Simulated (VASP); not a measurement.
# Pt (P6_3/mmc) in VASP: further runs

Pt is run at these levels: LDA; tasks: single point.

Program: VASP 6.6.1. These are calculated values, not measurements. Logs are shortened: lines on timing, memory, paths and dates and some standing lists are left out, and cuts for length are marked.

**1. The cell of the first run**

Symmetry: P6_3/mmc, No. 194, hexagonal system. Conventional cell: a = 2.535 Å, b = 2.535 Å, c = 4.377 Å, α = 90.00°, β = 90.00°, γ = 120.00°. Within 3.3 Å of Pt (site symmetry -6m2) lie 12 Pt at 2.53 to 2.63 Å.

**2. Single point, LDA, collinear spin, ferromagnetic start**

Contents of INCAR:

```
SYSTEM = Pt
PREC = Accurate ; ENCUT = 520
EDIFF = 1E-6 ; ISMEAR = 0
SIGMA = 0.15 ; LREAL = .False.
LASPH = .True. ; NELM = 150
ALGO = Fast ; ISIF = 2
LWAVE = .False. ; LCHARG = .False.
ISPIN = 2 ; MAGMOM = 0.1 0.1
LORBIT = 11 ; NUPDOWN = 0.2
LMAXMIX = 4 ; GGA = CA
NBANDS = 21
```

Contents of KPOINTS:

```
Automatic mesh
0
Gamma
  21 21 10
  0 0 0
```

Contents of POSCAR:

```
Pt
1.0
    2.5349048657      0.0000000000      0.0000000000
   -1.2674524328      2.1952920098      0.0000000000
    0.0000000000      0.0000000000      4.3771120513
Pt
2
Direct
    0.6666666667      0.3333333333      0.7500000000
    0.3333333333      0.6666666667      0.2500000000
```

Potentials or basis: VASP PAW LDA potentials, release 64 (Pt).

Run with:

```
$ cat potpaw_LDA.64/Pt/POTCAR > POTCAR
$ mpirun -np 1 vasp_std > vasp.out
```

OUTCAR:

```text
SYSTEM = Pt
   PREC = Accurate
   ENCUT = 520
   EDIFF = 1E-6
   ISMEAR = 0
   LREAL = .False.
   LASPH = .True.
   NELM = 150
   ISIF = 2
   ISPIN = 2
   LORBIT = 11
   NUPDOWN = 0.2
   GGA = CA

 ion  position               nearest neighbor table
   1  0.667  0.333  0.750-   2 2.63   2 2.63   2 2.63   2 2.63   2 2.63   2 2.63
   2  0.333  0.667  0.250-   1 2.63   1 2.63   1 2.63   1 2.63   1 2.63   1 2.63

  LATTYP: Found a hexagonal cell.
 ALAT       =     2.5349048657
 C/A-ratio  =     1.7267362221

  Lattice vectors:

 A1 = (   2.5349048657,   0.0000000000,   0.0000000000)
 A2 = (  -1.2674524328,   2.1952920098,   0.0000000000)
 A3 = (   0.0000000000,   0.0000000000,   4.3771120513)

Analysis of symmetry for initial positions (statically):
=====================================================================
 Subroutine PRICEL returns:
 Original cell was already a primitive cell.

 Routine SETGRP: Setting up the symmetry group for a
 hexagonal supercell.

 Subroutine GETGRP returns: Found 24 space group operations
 (whereof 12 operations were pure point group operations)
 out of a pool of 24 trial point group operations.

The static configuration has the point symmetry D_3d.
 The point group associated with its full space group is D_6h.

Analysis of symmetry for dynamics (positions and initial velocities):
=====================================================================
 Subroutine PRICEL returns:
 Original cell was already a primitive cell.

 Routine SETGRP: Setting up the symmetry group for a
 hexagonal supercell.

 Subroutine GETGRP returns: Found 24 space group operations
 (whereof 12 operations were pure point group operations)
 out of a pool of 24 trial point group operations.

The dynamic configuration has the point symmetry D_3d.
 The point group associated with its full space group is D_6h.

Analysis of structural, dynamic, and magnetic symmetry:
=====================================================================
 Subroutine PRICEL returns:
 Original cell was already a primitive cell.

 Routine SETGRP: Setting up the symmetry group for a
 hexagonal supercell.

 Subroutine GETGRP returns: Found 24 space group operations
 (whereof 12 operations were pure point group operations)
 out of a pool of 24 trial point group operations.

The overall configuration has the point symmetry D_3d.
 The point group associated with its full space group is D_6h.

 Subroutine INISYM returns: Found 24 space group operations
 (whereof 12 operations are pure point group operations),
 and found     1 'primitive' translations

----------------------------------------------------------------------------------------

                                     Primitive cell

  volume of cell :      24.3580

  direct lattice vectors                    reciprocal lattice vectors
     2.534904866  0.000000000  0.000000000     0.394492122  0.227760133  0.000000000
    -1.267452433  2.195292010  0.000000000     0.000000000  0.455520266  0.000000000
     0.000000000  0.000000000  4.377112051     0.000000000  0.000000000  0.228461138

  length of vectors
     2.534904866  2.534904866  4.377112051     0.455520266  0.455520266  0.228461138

  position of ions in fractional coordinates (direct lattice)
     0.666666667  0.333333333  0.750000000
     0.333333333  0.666666667  0.250000000

  ion indices of the primitive-cell ions
   primitive index   ion index
                 1           1
                 2           2

----------------------------------------------------------------------------------------

 KPOINTS: Automatic mesh

Automatic generation of k-mesh.
 Grid dimensions read from file:
 generate k-points for:   21   21   10

 Generating k-lattice:

  Cartesian coordinates                     Fractional coordinates (reciprocal lattice)
     0.018785339  0.010845721  0.000000000     0.047619048  0.000000000  0.000000000
     0.000000000  0.021691441  0.000000000     0.000000000  0.047619048  0.000000000
     0.000000000  0.000000000  0.022846114     0.000000000  0.000000000  0.100000000

  Length of vectors
     0.021691441  0.021691441  0.022846114

  Shift w.r.t. Gamma in fractional coordinates (k-lattice)
     0.000000000  0.000000000  0.000000000

 Subroutine IBZKPT returns following result:
 ===========================================

 Found    288 irreducible k-points:

 Following reciprocal coordinates:
            Coordinates               Weight
  0.000000  0.000000  0.000000      1.000000
  0.047619  0.000000  0.000000      6.000000
  0.095238  0.000000  0.000000      6.000000
  0.142857  0.000000  0.000000      6.000000
  0.190476  0.000000  0.000000      6.000000
  0.238095  0.000000  0.000000      6.000000
[... 16 lines left out ...]
  0.142857  0.095238  0.000000     12.000000
  0.190476  0.095238  0.000000     12.000000
 [... further k-points ...]
   k-points           NKPTS =    288   k-points in BZ     NKDIM =    288   number of bands    NBANDS=     21
   number of dos      NEDOS =    301   number of ions     NIONS =      2
   total plane-waves  NPLWV =  14400
   dimension x,y,z NGX =    20 NGY =   20 NGZ =   36
   dimension x,y,z NGXF=    40 NGYF=   40 NGZF=   72
   ions per type =               2
   NGX,Y,Z   is equivalent  to a cutoff of  13.12, 13.12, 13.67 a.u.
   NGXF,Y,Z  is equivalent  to a cutoff of  26.23, 26.23, 27.35 a.u.
 SYSTEM =  Pt
   PREC   = accura    normal or accurate (medium, high low for compatibility)
   ISTART =      0    job   : 0-new  1-cont  2-samecut
   ICHARG =      2    charge: 1-file 2-atom 10-const
   ISPIN  =      2    spin polarized calculation?
   LNONCOLLINEAR =      F non collinear calculations
   LSORBIT =      F    spin-orbit coupling
   LASPH  =      T    aspherical Exc in radial PAW
   ENCUT  =  520.0 eV  38.22 Ry    6.18 a.u.   4.71  4.71  8.14*2*pi/ulx,y,z
   NELM   =    150;   NELMIN=  2; NELMDL= -5     # of ELM steps
   EDIFF  = 0.1E-05   stopping-criterion for ELM
   LREAL  =      F    real-space projection
   EDIFFG = 0.1E-04   stopping-criterion for IOM
   NSW    =      0    number of steps for IOM
   IBRION =     -1    ionic relax: 0-MD 1-quasi-New 2-CG
   NFREE  =      0    steps in history (QN), initial steepest desc. (CG)
   ISIF   =      2    stress and relaxation
   ISYM   =      2    0-nonsym 1-usesym 2-fastsym
   POTIM  = 0.5000    time-step for ionic-motion
   TEBEG  =    0.0;   TEEND  =   0.0 temperature during run
   PSTRESS=    0.0 pullay stress
   NELECT =      20.0000    total number of electrons
   NUPDOWN=       0.2000    fix difference up-down
   EMIN   =  10.00;   EMAX   =-10.00  energy-range for DOS
   EFERMI =   0.00;   METHOD = LEGACY
   ISMEAR =     0;   SIGMA  =   0.15  broadening in eV -4-tet -1-fermi 0-gaus
   EFERMI_NEDOS =   21; number of points for ismear=-14 and -15
   IALGO  =     68    algorithm
   IMIX   =      4    mixing-type and parameters
     AMIX     =   0.40;   BMIX     =  1.00
     AMIX_MAG =   1.60;   BMIX_MAG =  1.00
  volume/ion in A,a.u.               =      12.18        82.19
  Fermi-wavevector in a.u.,A,eV,Ry     =   1.532984  2.896920 31.974234  2.350040
  Thomas-Fermi vector in A             =   2.640114
   LORBIT       =     11    0 simple, 1 ext, 2 COOP (PROOUT), +10 PAW based schemes
   GGA     = CA    functional components
   LHFCALC =     F    Hartree Fock is set to
   AEXX    =    0.0000 exact exchange contribution
   IVDW    =     0    specifies the selected vdW correction
   LEPSILON=     F    determine dielectric tensor
   LRPA    =     F    only Hartree local field effects (RPA)
 spin polarized calculation
 RMM-DIIS sequential band-by-band and
 Gauss-broadening in eV      SIGMA  =   0.15
  energy-cutoff  :      520.00
  volume of cell :       24.36
 maximum number of plane-waves:       681
 NGX is ok and might be reduce to    20
   NGX =  9   NGY =  9   NGZ = 17

 number of electron      19.9999999 magnetization       0.2000000

 Free energy of the ion-electron system (eV)
  ---------------------------------------------------
  ext. energy  EPLUGINS =         0.00000000
  ---------------------------------------------------
  free energy    TOTEN  =       -13.46579182 eV

  energy without entropy =      -13.43648620  energy(sigma->0) =      -13.45113901

 E-fermi :  15.7534     XC(G=0): -14.9497

 val. band max:       15.8424649473   @ k =   0.2381   0.1905   0.5000
 cond. band min:      15.7536603656   @ k =   0.4286   0.0952   0.2000
 fundamental gap:     -0.0888045816
 Fermi energy:        15.8432318151

 spin component 1

 k-point     1 :       0.0000    0.0000    0.0000
  band No.  band energies     occupation
      1       2.9512      1.00000
      2       5.7194      1.00000
      3       9.7997      1.00000
      4      10.5507      1.00000
      5      10.5507      1.00000
      6      11.1402      1.00000
[... 13 lines left out ...]
     20      39.4996      0.00000
     21      40.7546      0.00000
[... 529 lines left out ...]
 k-point    24 :       0.1905    0.0952    0.0000
  band No.  band energies     occupation
      1       5.4859      1.00000
      2       7.5243      1.00000
      3       9.0471      1.00000
      4       9.2413      1.00000
      5      10.0962      1.00000
      6      11.0850      1.00000
[... 13 lines left out ...]
     20      39.5902      0.00000
     21      41.1347      0.00000

 [... further k-points ...]

 spin component 2

 k-point     1 :       0.0000    0.0000    0.0000
  band No.  band energies     occupation
      1       2.9757      1.00000
      2       5.7601      1.00000
      3       9.8583      1.00000
      4      10.6040      1.00000
      5      10.6040      1.00000
      6      11.1949      1.00000
[... 13 lines left out ...]
     20      39.5342      0.00000
     21      40.7762      0.00000
[... 529 lines left out ...]
 k-point    24 :       0.1905    0.0952    0.0000
  band No.  band energies     occupation
      1       5.5126      1.00000
      2       7.5697      1.00000
      3       9.0949      1.00000
      4       9.2843      1.00000
      5      10.1470      1.00000
      6      11.1380      1.00000
[... 13 lines left out ...]
     20      39.6213      0.00000
     21      41.1692      0.00000

 [... further k-points ...]

------------------------ aborting loop because EDIFF is reached ----------------------------------------

  FORCE on cell =-STRESS in cart. coord.  units (eV):
  Direction    XX          YY          ZZ          XY          YZ          ZX
  --------------------------------------------------------------------------------------
  -------------------------------------------------------------------------------------
  Total       16.4024931     16.4024931     14.3523424      0.0000000      0.0000000      0.0000000
  in kB     1078.8941053   1078.8941052    944.0429305      0.0000000      0.0000000      0.0000000
  external PRESSURE =    1033.9437137 kB  Pullay stress =       0.0000000 kB

 VOLUME and BASIS-vectors are now :
 -----------------------------------------------------------------------------
  energy-cutoff  :      520.00
  volume of cell :       24.36
      direct lattice vectors                 reciprocal lattice vectors
     2.534904866  0.000000000  0.000000000     0.394492122  0.227760133  0.000000000
    -1.267452433  2.195292010  0.000000000     0.000000000  0.455520266  0.000000000
     0.000000000  0.000000000  4.377112051     0.000000000  0.000000000  0.228461138

 POSITION                                       TOTAL-FORCE (eV/Angst)
 -----------------------------------------------------------------------------------
      1.26745      0.73176      3.28283         0.000000     -0.000000      0.000000
     -0.00000      1.46353      1.09428        -0.000000      0.000000      0.000000
 -----------------------------------------------------------------------------------
    total drift:                                0.000000     -0.000000     -0.000000

  FREE ENERGIE OF THE ION-ELECTRON SYSTEM (eV)
  ---------------------------------------------------
  free  energy   TOTEN  =       -13.4657918180 eV

  energy  without entropy=      -13.4364862000  energy(sigma->0) =      -13.45113901

 total charge

# of ion       s       p       d       tot
------------------------------------------
    1        0.781   0.935   8.333  10.049
    2        0.781   0.935   8.333  10.049
--------------------------------------------------
tot          1.561   1.871  16.667  20.099

 magnetization (x)

# of ion       s       p       d       tot
------------------------------------------
    1        0.001   0.001   0.095   0.097
    2        0.001   0.001   0.095   0.097
--------------------------------------------------
tot          0.002   0.002   0.190   0.194
```

Run time: 1.7 min. Hardware: 1 thread of Intel Xeon 6975P-C (Granite Rapids), shared host; peak memory 0.29 GiB.

What came out:

* Free energy: -13.4658 eV
* Pressure: 103.4 GPa
* Net moment: 0.20 μB per cell
* Site moments: Pt +0.10 μB

Caveat: spin-orbit coupling is left out, which moves the levels of the heavy elements; the total moment is fixed, so each spin has its own Fermi level.

**3. Single point, LDA, collinear spin, ferromagnetic start**

Contents of INCAR:

```
PREC = Accurate
ENCUT = 520
EDIFF = 1E-7
ISMEAR = 0
SIGMA = 0.15
LREAL = F
LASPH = T
NELM = 150
ALGO = Fast
ISIF = 2
LWAVE = F
LCHARG = F
ISPIN = 2
MAGMOM = 0.5 0.5
LORBIT = 11
NUPDOWN = 1.0
LMAXMIX = 4
GGA = CA
NBANDS = 21
```

Contents of KPOINTS:

```
regular mesh
0
Gamma
  21 21 10
```

POSCAR is that of step 2.

Potentials or basis: VASP PAW LDA potentials, release 64 (Pt).

Run with:

```
$ cat potpaw_LDA.64/Pt/POTCAR > POTCAR
$ mpirun -np 1 vasp_std > vasp.out
```

Wall time 1.8 min (1 thread of Intel Xeon 6975P-C (Granite Rapids), shared host); peak memory 0.29 GiB.

It converged, with:

| Property | Result |
| --- | --- |
| Free energy | -13.3423 eV |
| Pressure | 105.6 GPa |
| Net moment | 1.00 μB per cell |
| Site moments | Pt +0.49 μB |

Stress tensor (GPa, compression positive):
```
112.23   0.00   0.00
  0.00 112.23   0.00
  0.00   0.00  92.24
```

Caveat: spin-orbit coupling is left out, which moves the levels of the heavy elements; the total moment is fixed, so each spin has its own Fermi level.
